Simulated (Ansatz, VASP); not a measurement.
## Two plane-wave programs on Au

```
CELL_PARAMETERS angstrom
0.00000 3.18223 3.18223
3.18223 0.00000 3.18223
3.18223 3.18223 0.00000
ATOMIC_POSITIONS crystal
Au 0.00000 0.00000 0.00000
Au 0.75000 0.75000 0.75000
Au 0.25000 0.25000 0.25000
```

Alike in both runs: functional PBE; k mesh 12 × 12 × 12; occupations gaussian, width 0.1 eV; no spin polarisation.

Ansatz relaxed the structure, and its values are those at the end. VASP's run is a single point on that final structure, the one shown.

|  | VASP | Ansatz |
| --- | --- | --- |
| version | VASP 6.6.1 | Ansatz 0.2.0 |
| potentials or method | VASP PAW PBE potentials, release 64 (Au), cutoff 520 eV | scalar-relativistic, plane waves, PAW |
| valence electrons in the cell | 33 | 57 |

```tsv
	VASP	Ansatz	Ansatz less VASP
gap on the k mesh at the Fermi level (eV)	none	none	-
pressure (GPa)	-0.2	0.0	+0.17
```

A gap of «none» marks a metal or a gap that the smearing closes. VASP's potentials hold 33 valence electrons a cell and Ansatz's 57, so a difference there can come from the potentials and not from the codes.

Neither program's run includes spin-orbit coupling.
